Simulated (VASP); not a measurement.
Fe:

```
CELL_PARAMETERS angstrom
0.00000 3.55700 3.55700
1.77850 0.00000 1.77850
1.77850 1.77850 0.00000
ATOMIC_POSITIONS crystal
Fe 0.00000 0.00000 0.00000
Fe 0.50000 0.00000 0.00000
```

This isn't the form of Fe at room conditions, which is bcc.

Base run:

```yaml
Program: VASP 6.6.1
Functional: PBE
Potentials_or_basis: VASP PAW PBE potentials, release 64 (Fe)
Cutoff: 520 eV
k_mesh: 6 × 12 × 12
Occupations: gaussian, width 0.1 eV
Spin: collinear spin, antiferromagnetic start
Starting_moments: "[4.0, -4.0] μB"
```

Its results: band gap on the k mesh zero (filled and empty bands overlap); pressure -10.1 GPa.

Task: The run is repeated on the same cell with these changes: spin from collinear spin, antiferromagnetic start to no spin polarisation; further incar settings from ALGO = Normal; EDIFF = 1e-06; NBANDS = 19 to ALGO = Normal; EDIFF = 1e-06; NBANDS = 15. What comes out?

Result: Band gap on the k mesh zero (bands 8 and 9 overlap by 1.47 eV); pressure -21.8 GPa.

Caveats: the cell stands under tension.
